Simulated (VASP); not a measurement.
Input of a VASP 6.6.1 run:

INCAR

```
SYSTEM = CoO
  PREC = Accurate
  ENCUT = 520
  EDIFF = 1E-7
  ISMEAR = -1
  SIGMA = 0.05
  LREAL = .FALSE.
  LASPH = .TRUE.
  NELM = 150
  ALGO = Normal
  ISIF = 2
  LWAVE = .FALSE.
  LCHARG = .TRUE.
  ISPIN = 2
  MAGMOM = 2 0
  LORBIT = 11
  LMAXMIX = 4
  GGA = CA
  LELF = .TRUE.
  LVHAR = .TRUE.
  NBANDS = 18
```

The input KPOINTS:

```
Automatic mesh
0
G
  10 10 10
  0 0 0
```

The input POSCAR:

```
CoO
1.0
    0.0000000000      2.1421642084      2.1421642084
    2.1421642084      0.0000000000      2.1421642084
    2.1421642084      2.1421642084      0.0000000000
Co O
1 1
Direct
    0.0000000000      0.0000000000      0.0000000000
    0.2500000000      0.2500000000      0.2500000000
```

Potentials or basis: VASP PAW LDA potentials, release 64 (Co, O).

The run is started by

```bash
$ cat potpaw_LDA.64/Co/POTCAR potpaw_LDA.64/O/POTCAR > POTCAR
$ mpirun -np 1 vasp_std > vasp.out
```

(1) What does it give for the site moments?

(2) What does it give for the net moment?

(3) Predict the pressure.

Answers

(1) Co +1.38; O +0.15 μB.

(2) 1.57 μB per cell.

(3) 0.3 GPa.

Caveat: a cell with one magnetic atom can't hold antiferromagnetic order, which such compounds often take.
